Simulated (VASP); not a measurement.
# Si3N4 (Cmmm) in VASP: a series of runs, part 2 of 2

VASP 6.6.1. The steps go on from the part before.

### 3 Single point, PBE

This run uses another cell than the first one, of 12.95 Å³/atom.

The input, INCAR:

```
ALGO = Normal
EDIFF = 1E-6
ENCUT = 520
GGA = PE
ISIF = 2
ISMEAR = 0
LASPH = True
LCHARG = False
LREAL = False
LWAVE = False
NBANDS = 25
NELM = 80
PREC = Accurate
SIGMA = 0.1
```

The input, KPOINTS:

```
k-points
0
Gamma
  4 4 6
```

The input, POSCAR:

```
Si3N4
1.0
    3.2542279100     -4.4670753600      0.0000000000
    3.2542279100      4.4670753600      0.0000000000
    0.0000000000      0.0000000000      3.1180597600
Si N
3 4
Direct
    0.5000000000      0.0000000000      0.5000000000
    0.0000000000      0.5000000000      0.5000000000
    0.0000000000      0.0000000000      0.0000000000
    0.7937246600      0.7937246600      0.5000000000
    0.2062753400      0.2062753400      0.5000000000
    0.2277248000      0.7722752000      0.0000000000
    0.7722752000      0.2277248000      0.0000000000
```

Potentials or basis: VASP PAW PBE potentials, release 64 (Si, N).

Command:

```console
$ cat potpaw_PBE.64/Si/POTCAR potpaw_PBE.64/N/POTCAR > POTCAR
$ mpirun -np 1 vasp_std > vasp.out
```

Wall time 1.8 min (1 thread of Intel Xeon 8259CL, shared host); peak memory 0.21 GiB.

The run converged. Its results:

- Free energy: -46.9300 eV
- Pressure: -40.0 GPa
- Largest force: 1.723 eV/Å
- Band gap on the k mesh: zero (bands 16 and 17 overlap by 0.12 eV)

Forces on the atoms (eV/Å):
```
Si   0.000  0.000  0.000
Si   0.000  0.000  0.000
Si   0.000  0.000  0.000
N    1.723  0.000  0.000
N   -1.723  0.000  0.000
N    0.000  1.062  0.000
N    0.000 -1.062  0.000
```

Stress tensor (GPa, compression positive):
```
-38.29   0.00   0.00
  0.00 -45.68   0.00
  0.00   0.00 -36.14
```

Levels at points of the mesh, in eV from the Fermi level:
```tsv
k point	band 12	band 13	band 14	band 15	band 16	band 17	band 18	band 19	band 20	band 21
(0.00, 0.00, 0.00)	-0.99	-0.80	-0.80	-0.56	-0.49	-0.13	3.25	3.69	3.86	4.36
(0.50, 0.00, 0.00)	-1.83	-0.88	-0.61	-0.49	-0.33	0.84	2.47	4.45	4.64	5.74
(0.50, 0.50, 0.00)	-2.15	-2.08	-0.62	-0.61	-0.54	2.20	3.41	3.43	4.91	5.71
(0.00, 0.00, 0.50)	-3.16	-2.96	-1.75	-1.32	-0.08	1.97	3.14	3.33	4.84	5.81
(0.50, 0.00, 0.50)	-2.56	-2.43	-2.35	-0.83	-0.50	0.10	1.39	4.96	4.98	5.90
(0.50, 0.50, 0.50)	-2.55	-2.46	-1.85	-1.03	-0.57	0.33	2.33	3.28	3.91	4.57
```

Caveat: the cell stands under tension; forces of over 1 eV/Å act on the atoms, so gaps and moduli don't describe the material at rest.

### 4 Single point, PBE

The input, INCAR:

```
SYSTEM = Si3N4
PREC = Accurate
ENCUT = 520
EDIFF = 1E-6
ISMEAR = 0
SIGMA = 0.02
LREAL = .False.
LASPH = .True.
NELM = 100
ALGO = Normal
ISIF = 2
LWAVE = .False.
LCHARG = .False.
GGA = PE
NBANDS = 25
```

The input, KPOINTS:

```
regular mesh
0
Gamma
  6 6 10
  0 0 0
```

The input, POSCAR:

```
Si3N4
1.0
    2.8575589312     -3.6797481133      0.0000000000
    2.8575589312      3.6797481133      0.0000000000
    0.0000000000      0.0000000000      2.7931541279
Si N
3 4
Direct
    0.5000000000      0.0000000000      0.5000000000
    0.0000000000      0.5000000000      0.5000000000
    0.0000000000      0.0000000000      0.0000000000
    0.7809239490      0.7809239490      0.5000000000
    0.2190760510      0.2190760510      0.5000000000
    0.2446151566      0.7553848434      0.0000000000
    0.7553848434      0.2446151566      0.0000000000
```

Command:

```console
$ cat potpaw_PBE.64/Si/POTCAR potpaw_PBE.64/N/POTCAR > POTCAR
$ mpirun -np 1 vasp_std > vasp.out
```

It took 2.6 min on 1 thread of Intel Xeon 8259CL, shared host; peak memory 0.23 GiB.

It converged, with:

```
Free energy            : -52.9067 eV
Pressure               : 0.0 GPa
Largest force          : 0.012 eV/Å
Band gap on the k mesh : 0.81 eV (least direct gap 1.60 eV)
```

Forces on the atoms (eV/Å):
```
Si   0.000  0.000  0.000
Si   0.000  0.000  0.000
Si   0.000  0.000  0.000
N    0.009  0.000  0.000
N   -0.009  0.000  0.000
N    0.000  0.012  0.000
N    0.000 -0.012  0.000
```

Levels at points of the mesh, in eV from the valence-band top:
| k point | band 14 | band 15 | band 16 | band 17 | band 18 | band 19 |
| --- | --- | --- | --- | --- | --- | --- |
| (0.00, 0.00, 0.00) | -1.05 | -0.52 | 0.00 | 1.70 | 4.61 | 4.98 |
| (0.50, 0.00, 0.00) | -1.22 | -0.96 | -0.41 | 3.62 | 5.05 | 7.08 |
| (0.50, 0.50, 0.00) | -1.59 | -1.41 | -1.28 | 5.14 | 5.20 | 6.03 |
| (0.00, 0.00, 0.50) | -3.22 | -2.50 | -0.89 | 5.11 | 5.16 | 7.40 |
| (0.50, 0.00, 0.50) | -2.97 | -1.49 | -1.00 | 2.54 | 4.27 | 6.81 |
| (0.50, 0.50, 0.50) | -2.23 | -1.15 | -0.79 | 0.81 | 4.10 | 5.48 |

A k mesh can miss the band edges.

### 5 Relaxation of cell and atoms, PBE

This run uses another cell than the first one, of 12.95 Å³/atom.

The input, INCAR:

```
ALGO = Normal
EDIFF = 1E-6
EDIFFG = -0.04
ENCUT = 600
GGA = PE
IBRION = 2
ISIF = 3
ISMEAR = 0
LASPH = T
LCHARG = F
LREAL = F
LWAVE = F
NELM = 80
NSW = 90
PREC = Accurate
SIGMA = 0.1
```

The input, KPOINTS:

```
k-points
0
Gamma
  4 4 6
```

The input, POSCAR:

```
Si3N4
1.0
    3.2542279100     -4.4670753600      0.0000000000
    3.2542279100      4.4670753600      0.0000000000
    0.0000000000      0.0000000000      3.1180597600
Si N
3 4
Direct
    0.5000000000      0.0000000000      0.5000000000
    0.0000000000      0.5000000000      0.5000000000
    0.0000000000      0.0000000000      0.0000000000
    0.7937246600      0.7937246600      0.5000000000
    0.2062753400      0.2062753400      0.5000000000
    0.2277248000      0.7722752000      0.0000000000
    0.7722752000      0.2277248000      0.0000000000
```

Command:

```console
$ cat potpaw_PBE.64/Si/POTCAR potpaw_PBE.64/N/POTCAR > POTCAR
$ mpirun -np 1 vasp_std > vasp.out
```

It took 12 min on 1 thread of Intel Xeon 8259CL, shared host; peak memory 0.27 GiB.

It converged, with:

| Quantity | Value |
| --- | --- |
| Free energy | -52.9589 eV |
| Relaxed volume | 8.40 Å³/atom |
| Relaxed cell | a = 4.661 Å, b = 4.661 Å, c = 2.794 Å, α = 90.00°, β = 90.00°, γ = 104.38° |
| Space group after relaxing (to 0.1 Å) | Cmmm (No. 65) |
| Energy gained by relaxing | 860.3 meV/atom |
| Ionic steps | 12 |
| Pressure after relaxing | -0.3 GPa |
| Largest force after relaxing | 0.036 eV/Å |
| Band gap on the k mesh | 0.80 eV (least direct gap 1.59 eV) |

Forces in eV/Å, atoms in the order of the input:
```
Si   0.000  0.000  0.000
Si   0.000  0.000  0.000
Si   0.000  0.000  0.000
N    0.029  0.000  0.000
N   -0.029  0.000  0.000
N    0.000  0.036  0.000
N    0.000 -0.036  0.000
```

Stress tensor (GPa, compression positive):
```
-0.25  0.00  0.00
 0.00 -0.44  0.00
 0.00  0.00 -0.20
```

The path:
| step | energy change (eV) | largest force (eV/Å) | pressure (GPa) | volume (Å³) |
| --- | --- | --- | --- | --- |
| 1 | 0.0000 | 1.7232 | -40.17 | 90.65 |
| 2 | -3.0703 | 8.6195 | 56.87 | 54.35 |
| 3 | -4.8989 | 3.4709 | -5.58 | 64.67 |
| 4 | -5.9389 | 0.8855 | 8.56 | 57.17 |
| 5 | -5.9468 | 1.0648 | 6.83 | 57.70 |
| 6 | -5.9415 | 0.7472 | -9.02 | 60.28 |
| 7 | -6.0096 | 0.2827 | -1.36 | 58.93 |
| 8 | -6.0187 | 0.0863 | 0.24 | 58.66 |
| 9 | -6.0189 | 0.0892 | 0.03 | 58.70 |
| 10 | -6.0215 | 0.0411 | 0.29 | 58.66 |
| 11 | -6.0219 | 0.0500 | 0.43 | 58.64 |
| 12 | -6.0221 | 0.0356 | -0.30 | 58.81 |

Final structure:
```
Si N
1.0
     2.85772   -3.68253    0.00000
     2.85772    3.68253    0.00000
     0.00000    0.00000    2.79403
Si N
3 4
Direct
  0.50000 0.00000 0.50000
  0.00000 0.50000 0.50000
  0.00000 0.00000 0.00000
  0.78081 0.78081 0.50000
  0.21919 0.21919 0.50000
  0.24463 0.75537 0.00000
  0.75537 0.24463 0.00000
```

Levels at points of the mesh, in eV from the valence-band top:
```csv
k point,band 12,band 13,band 14,band 15,band 16,band 17,band 18,band 19,band 20
"(0.00, 0.00, 0.00)",-1.31,-1.20,-1.05,-0.52,0.00,1.69,4.61,4.97,6.50
"(0.50, 0.00, 0.00)",-3.29,-1.40,-1.22,-0.96,-0.41,3.61,5.04,7.07,7.15
"(0.50, 0.50, 0.00)",-3.55,-3.54,-1.59,-1.41,-1.28,5.14,5.18,6.02,6.67
"(0.00, 0.00, 0.50)",-5.12,-4.36,-3.22,-2.50,-0.88,5.10,5.16,7.39,7.84
"(0.50, 0.00, 0.50)",-4.35,-3.65,-2.97,-1.49,-1.00,2.53,4.25,6.80,7.41
"(0.50, 0.50, 0.50)",-2.97,-2.97,-2.23,-1.15,-0.79,0.80,4.10,5.48,5.87
```

Caveat: the volume moved by over 15 % at a fixed basis, so the end points are rough. A k mesh can miss the band edges.

### 6 The runs side by side

| task | cell | k mesh | cutoff (eV) | smearing | gap on the mesh (eV) | pressure (GPa) | largest force (eV/Å) |
| --- | --- | --- | --- | --- | --- | --- | --- |
| single point | a = 4.659, b = 4.659, c = 2.794 Å, angles 90.0, 90.0, 104.3°, 7 atoms, atomic positions A | 4 × 4 × 6 | 520 | gaussian 0.1 eV | 0.81 | 0.0 | 0.01 |
| single point | a = 5.527, b = 5.527, c = 3.118 Å, angles 90.0, 90.0, 107.9°, 7 atoms, atomic positions B | 4 × 4 × 6 | 520 | gaussian 0.1 eV | none | -40.0 | 1.72 |
| single point | a = 4.659, b = 4.659, c = 2.793 Å, angles 90.0, 90.0, 104.3°, 7 atoms, atomic positions A | 6 × 6 × 10 | 520 | gaussian 0.02 eV | 0.81 | 0.0 | 0.01 |
| relaxation of cell and atoms | relaxed from a = 5.527, b = 5.527, c = 3.118 Å, angles 90.0, 90.0, 107.9°, 7 atoms, atomic positions B | 4 × 4 × 6 | 600 | gaussian 0.1 eV | 0.80 | -0.3 | 0.04 |

Alike in all rows: level PBE; potentials or basis VASP PAW PBE potentials, release 64 (Si, N); no spin polarisation.

Caveats: the cell stands under tension (at least some runs); forces of over 1 eV/Å act on the atoms, so gaps and moduli don't describe the material at rest (at least some runs); the volume moved by over 15 % at a fixed basis, so the end points are rough (at least some runs).

Total energies depend on the potentials used, so only differences within one code and one set of settings carry meaning.
